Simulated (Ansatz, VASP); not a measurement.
# GaN: VASP beside Ansatz

The input INCAR:

```
ALGO     = Normal         # electronic algorithm
EDIFF    = 1E-6           # SCF threshold, eV
ENCUT    = 520            # plane-wave cutoff, eV
GGA      = PE             # functional
ISIF     = 2              # what is computed and relaxed
ISMEAR   = 0              # smearing method
LASPH    = True           # aspherical terms in the spheres
LCHARG   = False          # write CHGCAR
LREAL    = False          # projectors in reciprocal space
LWAVE    = False          # write WAVECAR
NBANDS   = 26             # bands
NELM     = 60             # most SCF steps
PREC     = Accurate       # precision mode
SIGMA    = 0.05           # smearing width, eV
```

KPOINTS

```
k-points
0
Gamma
  12 12 6
```

The input POSCAR:

```
GaN
1.0
    3.1799996605      0.0000000000      0.0000000000
   -1.5899998303      2.6438020704      0.0000000000
    0.0000000000      0.0000000000      5.1660000000
Ga N
2 2
Direct
    0.3333333333      0.6666666667      0.0000000000
    0.6666666667      0.3333333333      0.5000000000
    0.3333333333      0.6666666667      0.3750000000
    0.6666666667      0.3333333333      0.8750000000
```

Input for Ansatz:

```yaml
crystal:
  lattice:
    - [3.1799996605, 0.0, 0.0]
    - [-1.5899998303, 2.6438020704, 0.0]
    - [0.0, 0.0, 5.166]
  atoms:
    - { symbol: Ga, position: [0.3333333333, 0.6666666667, 0.0] }
    - { symbol: Ga, position: [0.6666666667, 0.3333333333, 0.5] }
    - { symbol: "N", position: [0.3333333333, 0.6666666667, 0.375] }
    - { symbol: "N", position: [0.6666666667, 0.3333333333, 0.875] }
basis:
  ecutwfc: 420
kpoints:
  mp_grid: { grid: [12, 12, 6] }
hamiltonian:
  xc: pbe
scf:
  occupations: { method: gaussian, width: 0.05 }
output:
  forces: true
  stress: true
  eigenvalues: true
  write_density: true
  write_potential: true
  elf: true
  volumetric_format: npy
```

Change from the starting cell: strain -0.0400 x Voigt [0, 1, 0, 0, 0, 0], atoms carried along.

Alike in both runs: task single point; functional PBE; k mesh 12 × 12 × 6; occupations gaussian, width 0.05 eV; no spin polarisation.

```csv
,VASP,Ansatz
version,VASP 6.6.1,Ansatz 0.2.0
potentials or method,"VASP PAW PBE potentials, release 64 (Ga_d, N), cutoff 520 eV","scalar-relativistic, plane waves, PAW"
valence electrons in the cell,36,36
```

|  | VASP | Ansatz | Ansatz less VASP |
| --- | --- | --- | --- |
| gap on the k mesh at the Fermi level (eV) | 2.08 | 2.07 | -0.011 |
| least direct gap on the mesh (eV) | 2.08 | 2.07 | -0.011 |
| pressure (GPa) | 16.6 | 16.6 | +0.03 |
| traceless stress, the component that is largest in VASP (GPa) | 9.49 | 9.54 | +0.057 |
| rms of the force components (eV/Å) | 0.303 | 0.310 | +0.0064 |

Atom by atom the forces differ by 0.006 eV/Å (rms over components). With one functional, cell and mesh, what is left measures potentials, basis and numerics.
